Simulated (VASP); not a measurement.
# HgTe (F-43m) in VASP: notebook

The runs below take HgTe through single point, with PBE.

Everything below comes from runs of VASP 6.6.1. Logs are shortened: lines on timing, memory, paths and dates and some standing lists are left out, and cuts for length are marked.

## Step 1: The cell of the first run

The structure is cubic, space group F-43m (No. 216). The conventional cell has a = 6.404 Å, b = 6.404 Å, c = 6.404 Å, α = 90.00°, β = 90.00°, γ = 90.00°. Within 3.7 Å of Hg (site symmetry -43m) lie 4 Te at 2.77 Å. Te (site symmetry -43m) has 4 Hg at 2.77 Å within 3.7 Å.

## Step 2: Single point, PBE (32.83 Å³/atom)

File INCAR:

```
SYSTEM = HgTe
PREC     = Accurate       ! precision mode
ENCUT    = 520            ! plane-wave cutoff, eV
EDIFF    = 1E-7           ! SCF threshold, eV
ISMEAR   = -1             ! smearing method
SIGMA    = 0.03           ! smearing width, eV
LREAL    = .FALSE.        ! projectors in reciprocal space
LASPH    = .TRUE.         ! aspherical terms in the spheres
NELM     = 60             ! most SCF steps
ALGO     = Normal         ! electronic algorithm
ISIF     = 2              ! what is computed and relaxed
LWAVE    = .FALSE.        ! write WAVECAR
LCHARG   = .FALSE.        ! write CHGCAR
GGA      = PE             ! functional
NBANDS   = 16             ! bands
```

File KPOINTS:

```
Automatic mesh
0
G
  11 11 11
  0 0 0
```

File POSCAR:

```
HgTe
1.0
    0.0000000000      3.2018651199      3.2018651199
    3.2018651199      0.0000000000      3.2018651199
    3.2018651199      3.2018651199      0.0000000000
Hg Te
1 1
Direct
    0.0000000000      0.0000000000      0.0000000000
    0.7500000000      0.7500000000      0.7500000000
```

Potentials or basis: VASP PAW PBE potentials, release 64 (Hg, Te).

Command:

```bash
cat potpaw_PBE.64/Hg/POTCAR potpaw_PBE.64/Te/POTCAR > POTCAR
mpirun -np 1 vasp_std > vasp.out
```

OUTCAR:

```text
SYSTEM = HgTe
   PREC = Accurate
   ENCUT = 520
   EDIFF = 1E-7
   ISMEAR = -1
   LREAL = .FALSE.
   LASPH = .TRUE.
   NELM = 60
   ISIF = 2
   GGA = PE

 ion  position               nearest neighbor table
   1  0.000  0.000  0.000-   2 2.77   2 2.77   2 2.77   2 2.77
   2  0.750  0.750  0.750-   1 2.77   1 2.77   1 2.77   1 2.77

  LATTYP: Found a face centered cubic cell.
 ALAT       =     6.4037302398

  Lattice vectors:

 A1 = (   0.0000000000,   3.2018651199,   3.2018651199)
 A2 = (   3.2018651199,   0.0000000000,   3.2018651199)
 A3 = (   3.2018651199,   3.2018651199,   0.0000000000)

Analysis of symmetry for initial positions (statically):
=====================================================================
 Subroutine PRICEL returns:
 Original cell was already a primitive cell.

 Routine SETGRP: Setting up the symmetry group for a
 face centered cubic supercell.

 Subroutine GETGRP returns: Found 24 space group operations
 (whereof 24 operations were pure point group operations)
 out of a pool of 48 trial point group operations.

The static configuration has the point symmetry T_d .

Analysis of symmetry for dynamics (positions and initial velocities):
=====================================================================
 Subroutine PRICEL returns:
 Original cell was already a primitive cell.

 Routine SETGRP: Setting up the symmetry group for a
 face centered cubic supercell.

 Subroutine GETGRP returns: Found 24 space group operations
 (whereof 24 operations were pure point group operations)
 out of a pool of 48 trial point group operations.

The dynamic configuration has the point symmetry T_d .

 Subroutine INISYM returns: Found 24 space group operations
 (whereof 24 operations are pure point group operations),
 and found     1 'primitive' translations

----------------------------------------------------------------------------------------

                                     Primitive cell

  volume of cell :      65.6507

  direct lattice vectors                    reciprocal lattice vectors
     0.000000000  3.201865120  3.201865120    -0.156158983  0.156158983  0.156158983
     3.201865120  0.000000000  3.201865120     0.156158983 -0.156158983  0.156158983
     3.201865120  3.201865120  0.000000000     0.156158983  0.156158983 -0.156158983

  length of vectors
     4.528121077  4.528121077  4.528121077     0.270475292  0.270475292  0.270475292

  position of ions in fractional coordinates (direct lattice)
     0.000000000  0.000000000  0.000000000
     0.750000000  0.750000000  0.750000000

  ion indices of the primitive-cell ions
   primitive index   ion index
                 1           1
                 2           2

----------------------------------------------------------------------------------------

 KPOINTS: Automatic mesh

Automatic generation of k-mesh.
 Grid dimensions read from file:
 generate k-points for:   11   11   11

 Generating k-lattice:

  Cartesian coordinates                     Fractional coordinates (reciprocal lattice)
    -0.014196271  0.014196271  0.014196271     0.090909091  0.000000000  0.000000000
     0.014196271 -0.014196271  0.014196271     0.000000000  0.090909091  0.000000000
     0.014196271  0.014196271 -0.014196271     0.000000000  0.000000000  0.090909091

  Length of vectors
     0.024588663  0.024588663  0.024588663

  Shift w.r.t. Gamma in fractional coordinates (k-lattice)
     0.000000000  0.000000000  0.000000000

 Subroutine IBZKPT returns following result:
 ===========================================

 Found     56 irreducible k-points:

 Following reciprocal coordinates:
            Coordinates               Weight
  0.000000  0.000000  0.000000      1.000000
  0.090909  0.000000  0.000000      8.000000
  0.181818  0.000000  0.000000      8.000000
  0.272727  0.000000  0.000000      8.000000
  0.363636  0.000000  0.000000      8.000000
  0.454545  0.000000  0.000000      8.000000
[... 16 lines left out ...]
 -0.272727  0.181818  0.000000     24.000000
 -0.181818  0.181818  0.000000     12.000000
 [... further k-points ...]
   k-points           NKPTS =     56   k-points in BZ     NKDIM =     56   number of bands    NBANDS=     16
   number of dos      NEDOS =    301   number of ions     NIONS =      2
   total plane-waves  NPLWV =  46656
   dimension x,y,z NGX =    36 NGY =   36 NGZ =   36
   dimension x,y,z NGXF=    72 NGYF=   72 NGZF=   72
   ions per type =               1   1
   NGX,Y,Z   is equivalent  to a cutoff of  13.22, 13.22, 13.22 a.u.
   NGXF,Y,Z  is equivalent  to a cutoff of  26.43, 26.43, 26.43 a.u.
 SYSTEM =  HgTe
   PREC   = accura    normal or accurate (medium, high low for compatibility)
   ISTART =      0    job   : 0-new  1-cont  2-samecut
   ICHARG =      2    charge: 1-file 2-atom 10-const
   ISPIN  =      1    spin polarized calculation?
   LNONCOLLINEAR =      F non collinear calculations
   LSORBIT =      F    spin-orbit coupling
   LASPH  =      T    aspherical Exc in radial PAW
   ENCUT  =  520.0 eV  38.22 Ry    6.18 a.u.   8.42  8.42  8.42*2*pi/ulx,y,z
   NELM   =     60;   NELMIN=  2; NELMDL= -5     # of ELM steps
   EDIFF  = 0.1E-06   stopping-criterion for ELM
   LREAL  =      F    real-space projection
   EDIFFG = 0.1E-05   stopping-criterion for IOM
   NSW    =      0    number of steps for IOM
   IBRION =     -1    ionic relax: 0-MD 1-quasi-New 2-CG
   NFREE  =      0    steps in history (QN), initial steepest desc. (CG)
   ISIF   =      2    stress and relaxation
   ISYM   =      2    0-nonsym 1-usesym 2-fastsym
   POTIM  = 0.5000    time-step for ionic-motion
   TEBEG  =    0.0;   TEEND  =   0.0 temperature during run
   PSTRESS=    0.0 pullay stress
   NELECT =      18.0000    total number of electrons
   NUPDOWN=      -1.0000    fix difference up-down
   EMIN   =  10.00;   EMAX   =-10.00  energy-range for DOS
   EFERMI =   0.00;   METHOD = LEGACY
   ISMEAR =    -1;   SIGMA  =   0.03  broadening in eV -4-tet -1-fermi 0-gaus
   EFERMI_NEDOS =   21; number of points for ismear=-14 and -15
   IALGO  =     38    algorithm
   IMIX   =      4    mixing-type and parameters
     AMIX     =   0.40;   BMIX     =  1.00
     AMIX_MAG =   1.60;   BMIX_MAG =  1.00
  volume/ion in A,a.u.               =      32.83       221.52
  Fermi-wavevector in a.u.,A,eV,Ry     =   1.063537  2.009794 15.389701  1.131111
  Thomas-Fermi vector in A             =   2.199025
   LORBIT       =      0    0 simple, 1 ext, 2 COOP (PROOUT), +10 PAW based schemes
   GGA     = PE    functional components
[... 5 lines left out ...]
 non-spin polarized calculation
  energy-cutoff  :      520.00
  volume of cell :       65.65
 maximum number of plane-waves:      1807
 NGX is ok and might be reduce to    36
   NGX = 17   NGY = 17   NGZ = 17

 number of electron      17.9999998 magnetization

 Free energy of the ion-electron system (eV)
  ---------------------------------------------------
  ext. energy  EPLUGINS =         0.00000000
  ---------------------------------------------------
  free energy    TOTEN  =        -3.53262805 eV

  energy without entropy =       -3.53249342  energy(sigma->0) =       -3.53256074

 E-fermi :   3.4333     XC(G=0):  -8.8729

 val. band max:        3.4019127478   @ k =   0.0000   0.0000   0.0000
 cond. band min:       3.9239550751   @ k =   0.0909   0.0000   0.0000
 fundamental gap:      0.5220423273
 Fermi energy:         3.4333385088

 k-point     1 :       0.0000    0.0000    0.0000
  band No.  band energies     occupation
      1      -8.7937      2.00000
      2      -4.1228      2.00000
      3      -4.1228      2.00000
      4      -4.1228      2.00000
      5      -3.5579      2.00000
      6      -3.5579      2.00000
[... 8 lines left out ...]
     15      12.9939      0.00000
     16      12.9939      0.00000

 k-point     2 :       0.0909    0.0000    0.0000
  band No.  band energies     occupation
      1      -8.7498      2.00000
      2      -4.1103      2.00000
      3      -4.1103      2.00000
      4      -4.1089      2.00000
      5      -3.5594      2.00000
      6      -3.5594      2.00000
[... 8 lines left out ...]
     15      12.3498      0.00000
     16      12.3498      0.00000

 k-point     3 :       0.1818    0.0000    0.0000
  band No.  band energies     occupation
      1      -8.6286      2.00000
      2      -4.0781      2.00000
      3      -4.0781      2.00000
      4      -4.0537      2.00000
      5      -3.5612      2.00000
      6      -3.5612      2.00000
[... 8 lines left out ...]
     15      11.9226      0.00000
     16      11.9226      0.00000

 k-point     4 :       0.2727    0.0000    0.0000
  band No.  band energies     occupation
      1      -8.4619      2.00000
      2      -4.0396      2.00000
      3      -4.0396      2.00000
      4      -3.9210      2.00000
      5      -3.5579      2.00000
      6      -3.5579      2.00000
[... 8 lines left out ...]
     15      11.9714      0.00000
     16      11.9714      0.00000
[... 324 lines left out ...]
 k-point    22 :      -0.3636    0.1818    0.0000
  band No.  band energies     occupation
      1      -8.1440      2.00000
      2      -3.9652      2.00000
      3      -3.9456      2.00000
      4      -3.5850      2.00000
      5      -3.5595      2.00000
      6      -3.3403      2.00000
[... 8 lines left out ...]
     15      12.2131      0.00000
     16      13.2872      0.00000

 k-point    23 :      -0.2727    0.1818    0.0000
  band No.  band energies     occupation
      1      -8.2558      2.00000
      2      -3.9813      2.00000
      3      -3.9757      2.00000
      4      -3.7259      2.00000
      5      -3.5779      2.00000
      6      -3.4991      2.00000
[... 8 lines left out ...]
     15      12.6804      0.00000
     16      13.8473      0.00000

 k-point    24 :      -0.1818    0.1818    0.0000
  band No.  band energies     occupation
      1      -8.4053      2.00000
      2      -4.0255      2.00000
      3      -4.0045      2.00000
      4      -3.9081      2.00000
      5      -3.5825      2.00000
      6      -3.5293      2.00000
[... 8 lines left out ...]
     15      12.6032      0.00000
     16      12.8655      0.00000

 [... further k-points ...]

------------------------ aborting loop because EDIFF is reached ----------------------------------------

  FORCE on cell =-STRESS in cart. coord.  units (eV):
  Direction    XX          YY          ZZ          XY          YZ          ZX
  --------------------------------------------------------------------------------------
  -------------------------------------------------------------------------------------
  Total        2.1714837      2.1714837      2.1714837      0.0000000      0.0000000      0.0000000
  in kB       52.9941660     52.9941660     52.9941660      0.0000000      0.0000000      0.0000000
  external PRESSURE =      52.9941660 kB  Pullay stress =       0.0000000 kB

 VOLUME and BASIS-vectors are now :
 -----------------------------------------------------------------------------
  energy-cutoff  :      520.00
  volume of cell :       65.65
      direct lattice vectors                 reciprocal lattice vectors
     0.000000000  3.201865120  3.201865120    -0.156158983  0.156158983  0.156158983
     3.201865120  0.000000000  3.201865120     0.156158983 -0.156158983  0.156158983
     3.201865120  3.201865120  0.000000000     0.156158983  0.156158983 -0.156158983

 POSITION                                       TOTAL-FORCE (eV/Angst)
 -----------------------------------------------------------------------------------
      0.00000      0.00000      0.00000        -0.000000      0.000000      0.000000
      4.80280      4.80280      4.80280         0.000000     -0.000000     -0.000000
 -----------------------------------------------------------------------------------
    total drift:                               -0.000000     -0.000000      0.000000

  FREE ENERGIE OF THE ION-ELECTRON SYSTEM (eV)
  ---------------------------------------------------
  free  energy   TOTEN  =        -3.5326280490 eV

  energy  without entropy=       -3.5324934242  energy(sigma->0) =       -3.53256074
```

It took 97 s on 1 thread of Intel Xeon 8259CL, shared host; peak memory 0.24 GiB.

Results:

| Property | Result |
| --- | --- |
| Free energy | -3.5326 eV |
| Pressure | 5.3 GPa |
| Band gap on the k mesh | zero (filled and empty bands touch) |

Caveat: the cell stands under pressure; semilocal functionals underestimate gaps, so a narrow gap can read as zero; spin-orbit coupling is left out, which moves the levels of the heavy elements.

## Step 3: Single point, PBE (33.16 Å³/atom)

This run uses another cell than the first one, of 33.16 Å³/atom.

File INCAR:

```
SYSTEM = HgTe
ALGO = Normal
EDIFF = 1E-6
ENCUT = 520
GGA = PE
ISIF = 2
ISMEAR = -1
LASPH = .TRUE.
LCHARG = .FALSE.
LREAL = .FALSE.
LWAVE = .FALSE.
NBANDS = 16
NELM = 60
PREC = Accurate
SIGMA = 0.03
```

File KPOINTS:

```
k-points
0
G
  11 11 11
  0 0 0
```

File POSCAR:

```
HgTe
1.0
    0.0000000000      3.2127189830      3.2127189830
    3.2127189830      0.0000000000      3.2127189830
    3.2127189830      3.2127189830      0.0000000000
Hg Te
1 1
Direct
    0.0000000000      0.0000000000      0.0000000000
    0.7500000000      0.7500000000      0.7500000000
```

Potentials or basis: VASP PAW PBE potentials, release 64 (Hg, Te).

Command:

```bash
cat potpaw_PBE.64/Hg/POTCAR potpaw_PBE.64/Te/POTCAR > POTCAR
mpirun -np 1 vasp_std > vasp.out
```

Run time: 72 s. Hardware: 1 thread of Intel Xeon 8259CL, shared host; peak memory 0.24 GiB.

Results (log left out):

```
Free energy            : -3.5537 eV
Pressure               : 4.7 GPa
Band gap on the k mesh : zero (filled and empty bands touch)
```

Levels at points of the mesh, in eV from the Fermi level:
```csv
k point,band 5,band 6,band 7,band 8,band 9,band 10,band 11,band 12,band 13,band 14
"(0.00, 0.00, 0.00)",-6.94,-6.94,-0.71,-0.03,-0.03,-0.03,4.16,4.16,4.16,6.44
```

Caveat: the cell stands under pressure; semilocal functionals underestimate gaps, so a narrow gap can read as zero; spin-orbit coupling is left out, which moves the levels of the heavy elements.

## Step 4: Single point, PBE (33.83 Å³/atom)

This run uses another cell than the first one, of 33.83 Å³/atom.

File INCAR:

```
  PREC = Accurate
  ENCUT = 520
  EDIFF = 1E-6
  ISMEAR = -1
  SIGMA = 0.03
  LREAL = F
  LASPH = T
  NELM = 100
  ALGO = Normal
  ISIF = 2
  LWAVE = F
  LCHARG = T
  GGA = PE
  LELF = T
  LVHAR = T
  NBANDS = 16
```

File KPOINTS:

```
Automatic mesh
0
Gamma
  11 11 11
```

File POSCAR:

```
HgTe
1.0
    0.0000000000      3.2342093810      3.2342093810
    3.2342093810      0.0000000000      3.2342093810
    3.2342093810      3.2342093810      0.0000000000
Hg Te
1 1
Direct
    0.0000000000      0.0000000000      0.0000000000
    0.7500000000      0.7500000000      0.7500000000
```

Command:

```bash
cat potpaw_PBE.64/Hg/POTCAR potpaw_PBE.64/Te/POTCAR > POTCAR
mpirun -np 1 vasp_std > vasp.out
```

It took 83 s on 1 thread of Intel Xeon 8259CL, shared host; peak memory 0.24 GiB.

The run converged. Its results:

| Quantity | Value |
| --- | --- |
| Free energy | -3.5887 eV |
| Pressure | 3.6 GPa |
| Band gap on the k mesh | zero (filled and empty bands touch) |

Levels at points of the mesh, in eV from the Fermi level:
```
           k point  band 5  band 6  band 7  band 8  band 9  band 10  band 11  band 12  band 13  band 14
(0.00, 0.00, 0.00)   -6.85   -6.85   -0.76   -0.03   -0.03    -0.03     4.20     4.20     4.20     6.45
```

Caveat: the cell stands under pressure; semilocal functionals underestimate gaps, so a narrow gap can read as zero; spin-orbit coupling is left out, which moves the levels of the heavy elements.

## Step 5: Overview

```csv
cell,gap on the mesh (eV),pressure (GPa)
"a = 4.528 Å, angles 60.0°, 2 atoms",none,5.3
"a = 4.543 Å, angles 60.0°, 2 atoms",none,4.7
"a = 4.574 Å, angles 60.0°, 2 atoms",none,3.6
```

Alike in all rows: task single point; level PBE; potentials or basis VASP PAW PBE potentials, release 64 (Hg, Te); no spin polarisation; k mesh 11 × 11 × 11; cutoff (eV) 520; smearing fermi-dirac 0.03 eV.

Caveats: the cell stands under pressure; semilocal functionals underestimate gaps, so a narrow gap can read as zero; spin-orbit coupling is left out, which moves the levels of the heavy elements.

Total energies depend on the potentials used, so only differences within one code and one set of settings carry meaning.
